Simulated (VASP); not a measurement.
Runs of VASP 6.6.1 on Hf. The structure is that of space group Im-3m (No. 229), or close to it. The cells are those of the table. 

```tsv
task	cell	k mesh	cutoff (eV)	gap on the mesh (eV)	pressure (GPa)
single point	a = 2.974 Å, angles 109.5°, 1 atom	14 × 14 × 14	520	none	(a)
single point	a = 3.104 Å, angles 109.5°, 1 atom	14 × 14 × 14	520	none	-0.4
single point	a = 3.104 Å, angles 109.5°, 1 atom	20 × 20 × 20	520	none	-0.4
single point	a = 3.145 Å, angles 109.5°, 1 atom	14 × 14 × 14	520	none	-3.8
single point	a = 3.019 Å, angles 109.5°, 1 atom	14 × 14 × 14	520	none	8.6
single point	a = 3.062 Å, angles 109.5°, 1 atom	14 × 14 × 14	520	none	3.7
single point	a = 3.104 Å, angles 109.5°, 1 atom	12 × 12 × 12	520	none	-0.4
relaxation of cell and atoms	relaxed from a = 3.075 Å, angles 109.5°, 1 atom	12 × 12 × 12	600	none	0.0
```

Alike in all rows: level RPBE; potentials or basis VASP PAW PBE potentials, release 64 (Hf_pv); no spin polarisation; smearing fermi-dirac 0.1 eV.

Q: Estimate the missing entries.

A: (a) 14.5.

Caveats: the PAW data sets were made with another functional, which shifts forces and pressure a little; spin-orbit coupling is left out, which moves the levels of the heavy elements.

A k mesh can miss the band edges, and the runs leave out spin-orbit coupling on Hf.

A gap of «none» marks levels without a gap at the run's occupations.
